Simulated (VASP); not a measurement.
# P in VASP: notebook

P is run at these levels: PBE+D3(BJ); tasks: single point.

Everything below comes from runs of VASP 6.6.1. Logs are shortened: lines on timing, memory, paths and dates and some standing lists are left out, and cuts for length are marked.

## Step 1: The cell of the first run

The cell holds a slab with vacuum, 2 atoms: a = 3.387 Å, b = 3.387 Å, c = 28.000 Å, α = 90.00°, β = 90.00°, γ = 120.00°.

## Step 2: Single point, PBE+D3(BJ)

File INCAR:

```
SYSTEM = P
  PREC = Accurate
  ENCUT = 520
  EDIFF = 1E-6
  ISMEAR = 0
  SIGMA = 0.02
  LREAL = .False.
  LASPH = .True.
  NELM = 80
  ALGO = Normal
  ISIF = 2
  LWAVE = .False.
  LCHARG = .True.
  LDIPOL = .True.
  IDIPOL = 3
  DIPOL = 0.5 0.5 0.500
  GGA = PE
  IVDW = 12
  LELF = .True.
  LVHAR = .True.
  LVACPOTAV = .True.
  NBANDS = 12
```

File KPOINTS:

```
regular mesh
0
Gamma
  9 9 1
  0 0 0
```

File POSCAR:

```
P
1.0
    3.3870000000      0.0000000000      0.0000000000
   -1.6935000000      2.9332280426      0.0000000000
    0.0000000000      0.0000000000     28.0000000000
P
2
Direct
    0.3333333333      0.6666666667      0.5095357143
    0.6666666667      0.3333333333      0.4904642857
```

Potentials or basis: VASP PAW PBE potentials, release 64 (P).

Command:

```sh
$ cat potpaw_PBE.64/P/POTCAR > POTCAR
$ mpirun -np 1 vasp_std > vasp.out
```

OUTCAR:

```text
SYSTEM = P
   PREC = Accurate
   ENCUT = 520
   EDIFF = 1E-6
   ISMEAR = 0
   LREAL = .False.
   LASPH = .True.
   NELM = 80
   ISIF = 2
   GGA = PE
   IVDW = 12
 IVDW          = 12

 ion  position               nearest neighbor table
   1  0.333  0.667  0.510-   2 2.03   2 2.03   2 2.03
   2  0.667  0.333  0.490-   1 2.03   1 2.03   1 2.03

  LATTYP: Found a hexagonal cell.
 ALAT       =     3.3870000000
 C/A-ratio  =     8.2669028639

  Lattice vectors:

 A1 = (   3.3870000000,   0.0000000000,   0.0000000000)
 A2 = (  -1.6935000000,   2.9332280426,   0.0000000000)
 A3 = (   0.0000000000,   0.0000000000,  28.0000000000)

Analysis of symmetry for initial positions (statically):
=====================================================================
 Subroutine PRICEL returns:
 Original cell was already a primitive cell.

 Routine SETGRP: Setting up the symmetry group for a
 hexagonal supercell.

 Subroutine GETGRP returns: Found 12 space group operations
 (whereof 12 operations were pure point group operations)
 out of a pool of 24 trial point group operations.

The static configuration has the point symmetry D_3d.

Analysis of symmetry for dynamics (positions and initial velocities):
=====================================================================
 Subroutine PRICEL returns:
 Original cell was already a primitive cell.

 Routine SETGRP: Setting up the symmetry group for a
 hexagonal supercell.

 Subroutine GETGRP returns: Found 12 space group operations
 (whereof 12 operations were pure point group operations)
 out of a pool of 24 trial point group operations.

The dynamic configuration has the point symmetry D_3d.

 Subroutine INISYM returns: Found 12 space group operations
 (whereof 12 operations are pure point group operations),
 and found     1 'primitive' translations

----------------------------------------------------------------------------------------

                                     Primitive cell

  volume of cell :     278.1756

  direct lattice vectors                    reciprocal lattice vectors
     3.387000000  0.000000000  0.000000000     0.295246531  0.170460664  0.000000000
    -1.693500000  2.933228043  0.000000000     0.000000000  0.340921328  0.000000000
     0.000000000  0.000000000 28.000000000     0.000000000  0.000000000  0.035714286

  length of vectors
[... 80 lines left out ...]
   NELECT =      10.0000    total number of electrons
   NUPDOWN=      -1.0000    fix difference up-down
   EMIN   =  10.00;   EMAX   =-10.00  energy-range for DOS
   EFERMI =   0.00;   METHOD = LEGACY
   ISMEAR =     0;   SIGMA  =   0.02  broadening in eV -4-tet -1-fermi 0-gaus
   EFERMI_NEDOS =   21; number of points for ismear=-14 and -15
   IALGO  =     38    algorithm
   IMIX   =      4    mixing-type and parameters
     AMIX     =   0.40;   BMIX     =  1.00
     AMIX_MAG =   1.60;   BMIX_MAG =  1.00
  volume/ion in A,a.u.               =     139.09       938.61
  Fermi-wavevector in a.u.,A,eV,Ry     =   0.540300  1.021019  3.971872  0.291924
  Thomas-Fermi vector in A             =   1.567370
   LORBIT       =      0    0 simple, 1 ext, 2 COOP (PROOUT), +10 PAW based schemes
   GGA     = PE    functional components
   LHFCALC =     F    Hartree Fock is set to
   AEXX    =    0.0000 exact exchange contribution
   IVDW    =    12    specifies the selected vdW correction
   LEPSILON=     F    determine dielectric tensor
   LRPA    =     F    only Hartree local field effects (RPA)
 non-spin polarized calculation
 Gauss-broadening in eV      SIGMA  =   0.02
  energy-cutoff  :      520.00
  volume of cell :      278.18
 maximum number of plane-waves:      7545
 NGX is ok and might be reduce to    28
   NGX = 13   NGY = 13   NGZ =105

 number of electron      10.0000000 magnetization

 dipolmoment           0.000000      0.000000     -0.000000 electrons x Angstroem

 Free energy of the ion-electron system (eV)
  ---------------------------------------------------
  ext. energy  EPLUGINS =         0.00000000
  ---------------------------------------------------
  free energy    TOTEN  =        -8.75568074 eV

  energy without entropy =       -8.75292691  energy(sigma->0) =       -8.75430382

 E-fermi :  -2.6775     XC(G=0):  -1.6698

 val. band max:       -2.8535718989   @ k =   0.3333   0.0000   0.0000
 cond. band min:      -2.6740792389   @ k =   0.2222   0.1111   0.0000
 fundamental gap:      0.1794926600
 Fermi energy:        -2.6775348647

 k-point     1 :       0.0000    0.0000    0.0000
  band No.  band energies     occupation
      1     -19.6387      2.00000
      2      -9.2648      2.00000
      3      -7.4000      2.00000
      4      -7.4000      2.00000
      5      -2.6636      0.32512
      6      -1.9431      0.00000
      7      -1.7693      0.00000
      8      -1.7693      0.00000
      9       1.1181      0.00000
     10       1.4310      0.00000
     11       1.7374      0.00000
     12       1.8795      0.00000
[... 151 lines left out ...]
 k-point    12 :       0.3333    0.3333    0.0000
  band No.  band energies     occupation
      1     -15.4896      2.00000
      2     -15.4896      2.00000
      3     -11.3550      2.00000
      4      -5.3041      2.00000
      5      -5.3041      2.00000
      6      -0.0619      0.00000
      7       1.7123      0.00000
      8       2.5343      0.00000
      9       2.5343      0.00000
     10       4.1723      0.00000
     11       4.1723      0.00000
     12       6.0512      0.00000

------------------------ aborting loop because EDIFF is reached ----------------------------------------

 Edisp (eV)   -0.40696

 E8    (eV) :    -0.1667

  FORCE on cell =-STRESS in cart. coord.  units (eV):
  Direction    XX          YY          ZZ          XY          YZ          ZX
  --------------------------------------------------------------------------------------
  -------------------------------------------------------------------------------------
  Total       6.37845     6.37845     1.59470    -0.00000     0.00000    -0.00000
  in kB      36.73724    36.73724     9.18479    -0.00000     0.00000    -0.00000
  external pressure =       27.55 kB  Pullay stress =        0.00 kB

 VOLUME and BASIS-vectors are now :
 -----------------------------------------------------------------------------
  energy-cutoff  :      520.00
  volume of cell :      278.18
      direct lattice vectors                 reciprocal lattice vectors
     3.387000000  0.000000000  0.000000000     0.295246531  0.170460664  0.000000000
    -1.693500000  2.933228043  0.000000000     0.000000000  0.340921328  0.000000000
     0.000000000  0.000000000 28.000000000     0.000000000  0.000000000  0.035714286

 POSITION                                       TOTAL-FORCE (eV/Angst)
 -----------------------------------------------------------------------------------
     -0.00000      1.95549     14.26700        -0.000000      0.000000      3.005248
      1.69350      0.97774     13.73300         0.000000     -0.000000     -3.005248
 -----------------------------------------------------------------------------------
    total drift:                               -0.000000      0.000000      0.000000

  FREE ENERGIE OF THE ION-ELECTRON SYSTEM (eV)
  ---------------------------------------------------
  free  energy   TOTEN  =        -9.1626407526 eV

  energy  without entropy=       -9.1598869208  energy(sigma->0) =       -9.16126384

 vacuum level on the upper side and lower side of the slab         1.478         1.478
```

OSZICAR:

```text
N       E                     dE             d eps       ncg     rms          rms(c)
DAV:   1     0.735201481254E+02    0.73520E+02   -0.29217E+03   288   0.537E+02
DAV:   2     0.647463166181E+00   -0.72873E+02   -0.59951E+02   424   0.981E+01
DAV:   3    -0.876297480077E+01   -0.94104E+01   -0.90678E+01   440   0.439E+01
[... 15 lines left out ...]
DAV:  19    -0.875566806051E+01   -0.10219E-04   -0.42074E-07   420   0.219E-03    0.143E-03
DAV:  20    -0.875567562954E+01   -0.75690E-05   -0.28562E-07   376   0.148E-03    0.180E-03
DAV:  21    -0.875567901777E+01   -0.33882E-05   -0.19540E-07   392   0.150E-03    0.297E-04
DAV:  22    -0.875568020383E+01   -0.11861E-05   -0.15486E-08   360   0.516E-04    0.105E-04
DAV:  23    -0.875568073751E+01   -0.53367E-06   -0.55941E-09   368   0.207E-04
   1 F= -.91626408E+01 E0= -.91612638E+01  d E =-.275383E-02
```

Run time: 96 s. Hardware: 1 thread of Intel Xeon Platinum 8259CL at 2.50GHz (Skylake/Cascade Lake), shared host; peak memory 0.39 GiB.

Results:

```
Free energy                : -9.1626 eV
Largest force              : 3.005 eV/Å
Band gap on the k mesh     : zero (band 5 reaches -2.04 eV, above the bottom of band 6 at -3.82 eV)
Dispersion energy per atom : -0.203 eV
```

Forces on the atoms (eV/Å):
```
P    0.000  0.000  3.005
P    0.000  0.000 -3.005
```

Levels at points of the mesh, in eV from the Fermi level:
| k point | band 1 | band 2 | band 3 | band 4 | band 5 | band 6 | band 7 | band 8 | band 9 | band 10 |
| --- | --- | --- | --- | --- | --- | --- | --- | --- | --- | --- |
| (0.00, 0.00, 0.00) | -16.96 | -6.59 | -4.72 | -4.72 | 0.01 | 0.73 | 0.91 | 0.91 | 3.80 | 4.11 |

## Step 3: Single point, PBE+D3(BJ)

File INCAR:

```
  PREC = Accurate
  ENCUT = 520
  EDIFF = 1E-6
  ISMEAR = 0
  SIGMA = 0.02
  LREAL = F
  LASPH = T
  NELM = 80
  ALGO = Normal
  ISIF = 2
  LWAVE = F
  LCHARG = F
  LDIPOL = T
  IDIPOL = 3
  DIPOL = 0.5 0.5 0.500
  GGA = PE
  IVDW = 12
  NBANDS = 12
```

File KPOINTS:

```
Automatic mesh
0
Gamma
  9 9 1
```

File POSCAR:

```
P
1.0
    3.3870000000      0.0000000000      0.0000000000
   -1.6935000000      2.9332280426      0.0000000000
    0.0000000000      0.0000000000     28.0000000000
P
2
Direct
    0.3333333333      0.6666666667      0.5190535714
    0.6666666667      0.3333333333      0.4809464286
```

Potentials or basis: VASP PAW PBE potentials, release 64 (P).

Command:

```sh
$ cat potpaw_PBE.64/P/POTCAR > POTCAR
$ mpirun -np 1 vasp_std > vasp.out
```

OUTCAR:

```text
PREC = Accurate
   ENCUT = 520
   EDIFF = 1E-6
   ISMEAR = 0
   LREAL = F
   LASPH = T
   NELM = 80
   ISIF = 2
   GGA = PE
   IVDW = 12
 IVDW          = 12

 ion  position               nearest neighbor table
   1  0.333  0.667  0.519-   2 2.23   2 2.23   2 2.23
   2  0.667  0.333  0.481-   1 2.23   1 2.23   1 2.23

  LATTYP: Found a hexagonal cell.
 ALAT       =     3.3870000000
 C/A-ratio  =     8.2669028639

  Lattice vectors:

 A1 = (   3.3870000000,   0.0000000000,   0.0000000000)
 A2 = (  -1.6935000000,   2.9332280426,   0.0000000000)
 A3 = (   0.0000000000,   0.0000000000,  28.0000000000)

Analysis of symmetry for initial positions (statically):
=====================================================================
 Subroutine PRICEL returns:
 Original cell was already a primitive cell.

 Routine SETGRP: Setting up the symmetry group for a
 hexagonal supercell.

 Subroutine GETGRP returns: Found 12 space group operations
 (whereof 12 operations were pure point group operations)
 out of a pool of 24 trial point group operations.

[... 168 lines left out ...]
      8      -1.5717      0.00000
      9       0.8861      0.00000
     10       1.3274      0.00000
     11       1.7131      0.00000
     12       1.8688      0.00000
[... 151 lines left out ...]
 k-point    12 :       0.3333    0.3333    0.0000
  band No.  band energies     occupation
      1     -14.9264      2.00000
      2     -14.9264      2.00000
      3     -10.5366      2.00000
      4      -6.2915      2.00000
      5      -6.2915      2.00000
      6      -1.9541      0.00000
      7       1.3541      0.00000
      8       1.3541      0.00000
      9       2.7903      0.00000
     10       3.6456      0.00000
     11       3.6456      0.00000
     12       5.1477      0.00000

------------------------ aborting loop because EDIFF is reached ----------------------------------------

 vacuum level on the upper side and lower side of the slab       (xc-potential included)        -0.007        -0.007

 Edisp (eV)   -0.39779

 E8    (eV) :    -0.1628

  FORCE on cell =-STRESS in cart. coord.  units (eV):
  Direction    XX          YY          ZZ          XY          YZ          ZX
  --------------------------------------------------------------------------------------
  -------------------------------------------------------------------------------------
  Total      -1.00237    -1.00237     2.29758     0.00000     0.00000    -0.00000
  in kB      -5.77321    -5.77321    13.23309     0.00000     0.00000    -0.00000
  external pressure =        0.56 kB  Pullay stress =        0.00 kB

 VOLUME and BASIS-vectors are now :
 -----------------------------------------------------------------------------
  energy-cutoff  :      520.00
  volume of cell :      278.18
      direct lattice vectors                 reciprocal lattice vectors
     3.387000000  0.000000000  0.000000000     0.295246531  0.170460664  0.000000000
    -1.693500000  2.933228043  0.000000000     0.000000000  0.340921328  0.000000000
     0.000000000  0.000000000 28.000000000     0.000000000  0.000000000  0.035714286

 POSITION                                       TOTAL-FORCE (eV/Angst)
 -----------------------------------------------------------------------------------
     -0.00000      1.95549     14.53350        -0.000000     -0.000000      2.162607
      1.69350      0.97774     13.46650         0.000000      0.000000     -2.162607
 -----------------------------------------------------------------------------------
    total drift:                               -0.000000     -0.000000      0.000000

  FREE ENERGIE OF THE ION-ELECTRON SYSTEM (eV)
  ---------------------------------------------------
  free  energy   TOTEN  =       -10.9169565614 eV

  energy  without entropy=      -10.9169565614  energy(sigma->0) =      -10.91695656

 vacuum level on the upper side and lower side of the slab         1.599         1.599
```

stdout:

```text
POSCAR found type information on POSCAR P
 POSCAR found :  1 types and       2 ions
 scaLAPACK will be used
 LDA part: xc-table for (Slater+PW92), standard interpolation
 POSCAR, INCAR and KPOINTS ok, starting setup
 FFT: planning ... GRIDC
 FFT: planning ... GRID_SOFT
 FFT: planning ... GRID
 WAVECAR not read
 entering main loop
```

Wall time 49 s (1 thread of Intel Xeon Platinum 8259CL at 2.50GHz (Skylake/Cascade Lake), shared host); peak memory 0.39 GiB.

What came out:

* Free energy: -10.9170 eV
* Largest force: 2.163 eV/Å
* Band gap on the k mesh: 0.80 eV, indirect (least direct gap 1.38 eV)
* Dispersion energy per atom: -0.199 eV

Forces on the atoms (eV/Å):
```
P    0.000  0.000  2.163
P    0.000  0.000 -2.163
```

Levels at points of the mesh, in eV from the valence-band top:
```csv
k point,band 2,band 3,band 4,band 5,band 6,band 7,band 8,band 9
"(0.00, 0.00, 0.00)",-6.32,-1.85,-1.85,-0.15,1.76,2.65,2.65,5.11
```

(Part 1 of 2 ends here.)
